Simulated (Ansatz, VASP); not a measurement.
# Al5N in VASP and in Ansatz

```
Al N
1.0
     5.19384    0.00000    0.00000
    -2.59692    4.49800    0.00000
     0.00000    0.00000    4.66238
Al N
5 1
Cartesian
  -1.2985 2.2490 2.3312
  0.0000 2.9987 0.0000
  2.5969 1.4993 0.0000
  2.5969 0.0000 2.3312
  1.2985 2.2490 2.3312
  0.0000 0.0000 0.0000
```

Change from the starting cell: species swapped into the DyRh5 type (P6/mmm, No. 191).

Alike in both runs: functional PBE; k mesh 12 × 12 × 8; occupations gaussian, width 0.1 eV; collinear spin.

Ansatz relaxed the structure, and its values are those at the end. VASP's run is a single point on that final structure, the one shown.

|  | VASP | Ansatz |
| --- | --- | --- |
| version | VASP 6.6.1 | Ansatz 0.2.0 |
| potentials or method | VASP PAW PBE potentials, release 64 (Al, N), cutoff 520 eV | scalar-relativistic, plane waves, PAW |
| valence electrons in the cell | 20 | 20 |

|  | VASP | Ansatz | Ansatz less VASP |
| --- | --- | --- | --- |
| gap on the k mesh at the Fermi level (eV) | none | none | - |
| pressure (GPa) | 0.0 | 0.0 | +0.03 |
| net moment per atom (μB) | 0.29 | 0.29 | -0.001 |
| size of the moment on the site where the two differ most (μB) | 1.13 | 1.56 | +0.435 |

Site moments also hang on the region over which each program counts them. A gap of «none» marks a metal or a gap that the smearing closes.
